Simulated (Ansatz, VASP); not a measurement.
## Ru in VASP and in Ansatz

```
CELL_PARAMETERS angstrom
2.70580 0.00000 0.00000
-1.35290 2.34329 0.00000
0.00000 0.00000 4.28190
ATOMIC_POSITIONS crystal
Ru 0.33333 0.66667 0.25000
Ru 0.66667 0.33333 0.75000
```

Alike in both runs: task relaxation of cell and atoms; functional PBE; k mesh 18 × 18 × 10; occupations gaussian, width 0.1 eV; no spin polarisation.

|  | VASP | Ansatz |
| --- | --- | --- |
| version | VASP 6.6.1 | Ansatz 0.2.0 |
| potentials or method | VASP PAW PBE potentials, release 64 (Ru_pv), cutoff 600 eV | scalar-relativistic, plane waves, PAW |
| valence electrons in the cell | 28 | 32 |

```tsv
	VASP	Ansatz	Ansatz less VASP
gap on the k mesh at the Fermi level, each at its own relaxed structure (eV)	none	none	-
relaxed volume (Å³/atom)	13.76	13.76	+0.006
relaxed cell length with the largest relative difference (Å)	2.719	2.720	+0.0005
```

A gap of «none» marks a metal or a gap that the smearing closes. VASP's potentials hold 28 valence electrons a cell and Ansatz's 32, so a difference there can come from the potentials and not from the codes.
